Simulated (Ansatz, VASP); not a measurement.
# Ga25N23: VASP beside Ansatz

```
Ga N
1.0
    -3.21837    5.57438    5.24317
    -3.21837   -5.57438    5.24317
     6.43674    0.00000    5.24317
Ga N
25 23
Direct
  0.31313 0.64647 0.47980
  0.66177 0.50012 0.33105
  0.00927 0.83393 0.66644
  0.16678 0.49772 0.82844
  0.50060 0.83310 0.17594
  0.16439 0.99510 0.33345
  0.49977 0.34260 0.66726
  0.83879 0.66548 0.99995
  0.83328 0.17212 0.49881
  0.33215 0.16661 0.00545
  0.66403 0.99736 0.83070
  0.99769 0.33103 0.16436
  0.70190 0.84317 0.48871
  0.99626 0.66277 0.32409
  0.32204 0.03524 0.67651
  0.50984 0.65538 0.86857
  0.83702 0.00017 0.16082
  0.49946 0.16555 0.33807
  0.83222 0.50474 0.66612
  0.17141 0.83279 0.99889
  0.15742 0.32959 0.49611
  0.66684 0.32749 0.00368
  0.99416 0.17035 0.83350
  0.32944 0.49076 0.16293
  0.45445 0.78779 0.62112
  0.79360 0.62139 0.45362
  0.12318 0.96442 0.79627
  0.28806 0.62028 0.96027
  0.63109 0.96293 0.28984
  0.28695 0.12693 0.45472
  0.62960 0.45651 0.79775
  0.96255 0.79290 0.12066
  0.95400 0.29589 0.62623
  0.45957 0.28733 0.12922
  0.79063 0.12396 0.95730
  0.12258 0.45592 0.28925
  0.45587 0.61727 0.27741
  0.79180 0.45793 0.12487
  0.11074 0.78920 0.45060
  0.28393 0.44408 0.62254
  0.63283 0.79489 0.97278
  0.29414 0.95715 0.12717
  0.62381 0.29383 0.46081
  0.96050 0.62748 0.79048
  0.95820 0.12513 0.29127
  0.46156 0.13944 0.79950
  0.80611 0.96616 0.62822
  0.12460 0.29153 0.95846
```

Alike in both runs: functional PBE; k mesh 2 × 2 × 2; occupations gaussian, width 0.01 eV; no spin polarisation.

Ansatz relaxed the structure, and its values are those at the end. VASP's run is a single point on that final structure, the one shown.

```csv
,VASP,Ansatz
version,VASP 6.6.1,Ansatz 0.2.0
potentials or method,"VASP PAW PBE potentials, release 64 (Ga_d, N), cutoff 520 eV","scalar-relativistic, plane waves, PAW"
valence electrons in the cell,440,440
```

VASP gave:

- gap on the k mesh at the Fermi level (eV): none
- rms of the force components (eV/Å): 0.005

**Question.** Estimate Ansatz's values.

**Answer.** gap on the k mesh at the Fermi level (eV): none; rms of the force components (eV/Å): 0.003.

A gap of «none» marks a metal or a gap that the smearing closes. With one functional, cell and mesh, what is left measures potentials, basis and numerics.

The k mesh is coarse, so the values compare programs but aren't converged.
